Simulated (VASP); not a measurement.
Crystal: Li4H3F.

```
H F Li
1.0
     7.97375    0.00000    0.00000
     0.00000    7.97375    0.00000
     0.00000    0.00000    7.97375
H F Li
24 8 32
Direct
  0.24699 0.00239 0.00318
  0.25009 0.99752 0.50038
  0.24932 0.50159 0.99463
  0.75163 0.99962 0.49607
  0.74915 0.49863 0.00193
  0.75115 0.50118 0.50556
  0.99871 0.25142 0.50330
  0.99824 0.75159 0.00330
  0.00225 0.75099 0.49943
  0.50025 0.24985 0.00222
  0.49716 0.24902 0.49888
  0.49606 0.75087 0.00393
  0.50305 0.75022 0.50025
  0.00418 0.49723 0.75229
  0.50414 0.99932 0.24901
  0.49624 0.00289 0.74988
  0.49947 0.50179 0.75391
  0.25143 0.24906 0.24723
  0.25150 0.25194 0.74887
  0.25350 0.74860 0.25438
  0.25127 0.75212 0.74823
  0.74998 0.25021 0.25237
  0.75199 0.24904 0.74954
  0.75203 0.74622 0.74776
  0.24913 0.49645 0.49811
  0.75041 0.00526 0.99881
  0.00007 0.24968 0.00038
  0.99825 0.99999 0.25217
  0.99955 0.99994 0.74631
  0.00293 0.49805 0.25155
  0.49822 0.50099 0.25027
  0.75172 0.74986 0.24934
  0.00312 0.99879 0.00437
  0.99716 0.00172 0.49937
  0.99848 0.49978 0.00200
  0.00213 0.49586 0.50106
  0.50032 0.00056 0.99753
  0.49594 0.00278 0.49797
  0.49914 0.49771 0.00097
  0.49583 0.49822 0.50183
  0.24680 0.25266 0.00046
  0.25489 0.24910 0.50295
  0.24733 0.74894 0.00083
  0.25251 0.74550 0.50085
  0.74887 0.24508 0.00034
  0.75293 0.25087 0.49899
  0.75161 0.75018 0.00195
  0.74758 0.75333 0.50102
  0.25227 0.00493 0.24974
  0.24967 0.00125 0.75162
  0.24973 0.49961 0.25079
  0.24955 0.50024 0.75227
  0.74869 0.00058 0.24920
  0.75070 0.99653 0.75235
  0.74803 0.49462 0.24785
  0.74881 0.50405 0.74584
  0.00166 0.24582 0.25094
  0.00101 0.25711 0.75373
  0.99702 0.74253 0.24721
  0.99889 0.75341 0.75146
  0.50265 0.24856 0.25114
  0.50073 0.25127 0.74917
  0.50032 0.74991 0.24772
  0.49813 0.75075 0.74899
```

```yaml
Program: VASP 6.6.1
Task: relaxation of volume and atoms at fixed shape
Functional: PBEsol
Potentials_or_basis: VASP PAW PBE potentials, release 64 (H, F, Li_sv)
Cutoff: 600 eV
k_mesh: 1 × 1 × 1, shifted
Occupations: fermi-dirac, width 0.05 eV
Spin: no spin polarisation
```

At the start: pressure 0.2 GPa; volume 7.92 Å³/atom.

Task: Where does the relaxation end?

Result: Over 6 steps the energy falls by 2.2 meV/atom and the volume is 7.95 Å³/atom (+0.4 %); space group P1 (No. 1, to 0.1 Å) before and after.

Step by step:
```csv
step,energy change (eV),largest force (eV/Å),pressure (GPa),volume (Å³)
1,0.0000,0.2930,0.21,506.98
2,-0.0538,0.2098,0.13,507.75
3,-0.1190,0.1096,-0.07,509.94
4,-0.1316,0.0701,-0.06,509.70
5,-0.1406,0.0430,-0.03,509.27
6,-0.1423,0.0209,-0.01,508.99
```

Final structure:
```cif
data_structure
_symmetry_space_group_name_H-M 'P 1'
_symmetry_Int_Tables_number 1
_cell_length_a 7.9843
_cell_length_b 7.9843
_cell_length_c 7.9843
_cell_angle_alpha 90.000
_cell_angle_beta 90.000
_cell_angle_gamma 90.000
_cell_volume 508.99
loop_
_atom_site_label
_atom_site_type_symbol
_atom_site_fract_x
_atom_site_fract_y
_atom_site_fract_z
_atom_site_occupancy
H1 H 0.25221 0.99981 0.00030 1
H2 H 0.25135 0.00000 0.50036 1
H3 H 0.25055 0.50099 0.99878 1
H4 H 0.74853 0.00061 0.50092 1
H5 H 0.74857 0.49943 0.99812 1
H6 H 0.74989 0.49920 0.50271 1
H7 H 0.99988 0.24942 0.50199 1
H8 H 0.00177 0.74811 0.99903 1
H9 H 0.00059 0.74972 0.50177 1
H10 H 0.49915 0.25007 0.99928 1
H11 H 0.50079 0.24838 0.50138 1
H12 H 0.49809 0.75063 0.99873 1
H13 H 0.50009 0.75134 0.50203 1
H14 H 0.00009 0.50110 0.75084 1
H15 H 0.49896 0.00065 0.25049 1
H16 H 0.49888 0.00062 0.74953 1
H17 H 0.50019 0.50048 0.75118 1
H18 H 0.25208 0.24822 0.25024 1
H19 H 0.25168 0.25057 0.75052 1
H20 H 0.25115 0.75090 0.25006 1
H21 H 0.25085 0.75051 0.75058 1
H22 H 0.74833 0.24972 0.25229 1
H23 H 0.74824 0.25163 0.74877 1
H24 H 0.74909 0.74922 0.74920 1
F1 F 0.25049 0.49981 0.49953 1
F2 F 0.75067 0.99933 0.00015 1
F3 F 0.99939 0.24927 0.00092 1
F4 F 0.99963 0.99933 0.25052 1
F5 F 0.99985 0.00101 0.75128 1
F6 F 0.00016 0.49904 0.25092 1
F7 F 0.50008 0.50021 0.25102 1
F8 F 0.75014 0.74882 0.25017 1
Li1 Li 0.99967 0.00073 0.00059 1
Li2 Li 0.00054 0.00044 0.50071 1
Li3 Li 0.99979 0.49884 0.00088 1
Li4 Li 0.00160 0.49899 0.50029 1
Li5 Li 0.49964 0.00077 0.99944 1
Li6 Li 0.49972 0.00045 0.50078 1
Li7 Li 0.49922 0.49978 0.00072 1
Li8 Li 0.49905 0.49935 0.50013 1
Li9 Li 0.25050 0.25023 0.99912 1
Li10 Li 0.25142 0.25038 0.50157 1
Li11 Li 0.25057 0.75031 0.99979 1
Li12 Li 0.25141 0.74921 0.50096 1
Li13 Li 0.75006 0.24884 0.99905 1
Li14 Li 0.74890 0.24995 0.50175 1
Li15 Li 0.74889 0.75062 0.99977 1
Li16 Li 0.74872 0.74963 0.50018 1
Li17 Li 0.24987 0.99922 0.25061 1
Li18 Li 0.24913 0.00016 0.75006 1
Li19 Li 0.25075 0.49963 0.25140 1
Li20 Li 0.25077 0.50111 0.74927 1
Li21 Li 0.75065 0.99865 0.24946 1
Li22 Li 0.75077 0.99959 0.75039 1
Li23 Li 0.74944 0.50003 0.25124 1
Li24 Li 0.74921 0.50104 0.74993 1
Li25 Li 0.00022 0.24954 0.24992 1
Li26 Li 0.99987 0.24915 0.75173 1
Li27 Li 0.99934 0.74933 0.25070 1
Li28 Li 0.00040 0.75102 0.75056 1
Li29 Li 0.50042 0.25051 0.25040 1
Li30 Li 0.50038 0.25024 0.75022 1
Li31 Li 0.50079 0.74913 0.25014 1
Li32 Li 0.49939 0.75079 0.75058 1
```

Caveat: the cutoff is under 1.25 times the usual one of these potentials, so pressure, stress and relaxed cells hold a basis-set (Pulay) error; the PAW data sets were made with another functional, which shifts forces and pressure a little.
